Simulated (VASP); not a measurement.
## NiO: single point with LDA+U

The system is NiO.

```
Ni O
1.0
     0.00000    2.10048    2.10048
     2.10048    0.00000    2.10048
     2.10048    2.10048    0.00000
Ni O
1 1
Cartesian
  0.0000 0.0000 0.0000
  2.1005 2.1005 2.1005
```

* Program: VASP 6.6.1
* Task: single point
* Functional: LDA
* Potentials or basis: VASP PAW LDA potentials, release 64 (Ni, O)
* Cutoff: 600 eV
* k mesh: 8 × 8 × 8
* Occupations: gaussian, width 0.15 eV
* Spin: collinear spin, ferromagnetic start
* Starting moments: [2.0, 0.0] μB
* Hubbard terms: Ni d U = 6.2 eV
* Dipole correction: no
* Further INCAR settings: ALGO = Normal; EDIFF = 1e-06; NBANDS = 19

```
Pressure                                              : -19.4 GPa
Band gap on the k mesh                                : 1.82 eV, indirect (least direct gap 2.69 eV)
Net moment                                            : 2.00 μB per cell
Site moments                                          : Ni +1.78; O +0.20 μB
Valence electrons inside the program's atomic spheres : Ni 9.01; O 4.97
```

Levels at points of the mesh, in eV from the valence-band top:
Spin up:
```
           k point  band 6  band 7  band 8  band 9  band 10  band 11  band 12  band 13
(0.00, 0.00, 0.00)   -4.94   -1.48   -1.48   -1.48     2.59    17.61    17.61    17.61
(0.50, 0.00, 0.00)   -4.41   -3.09    0.00    0.00     6.55    10.78    14.67    14.67
(0.50, 0.50, 0.00)   -4.11   -4.11   -2.84   -2.84     6.80    11.31    11.58    17.28
```
Spin down:
```tsv
k point	band 4	band 5	band 6	band 7	band 8	band 9	band 10	band 11
(0.00, 0.00, 0.00)	-3.80	-1.09	-1.09	-1.09	1.83	1.83	2.95	17.98
(0.50, 0.00, 0.00)	-3.93	-2.05	-2.02	-2.02	4.26	4.26	6.77	11.25
(0.50, 0.50, 0.00)	-2.87	-2.87	-2.47	-2.47	2.25	2.73	7.34	11.72
```

Eigenvalues of the final occupation matrices:
```tsv
site	spin	trace	eigenvalues
site 1 d	1	5.02	0.98 0.98 0.98 1.04 1.04
site 1 d	2	3.26	0.16 0.16 0.98 0.98 0.98
```

It took 7.8 s on 1 thread of Intel(R) Xeon(R) 6975P-C (Granite Rapids), with other jobs on the host, peak memory 0.14 GiB.

Caveat: a cell with one magnetic atom can't hold antiferromagnetic order, which such compounds often take. A k mesh can miss the band edges.
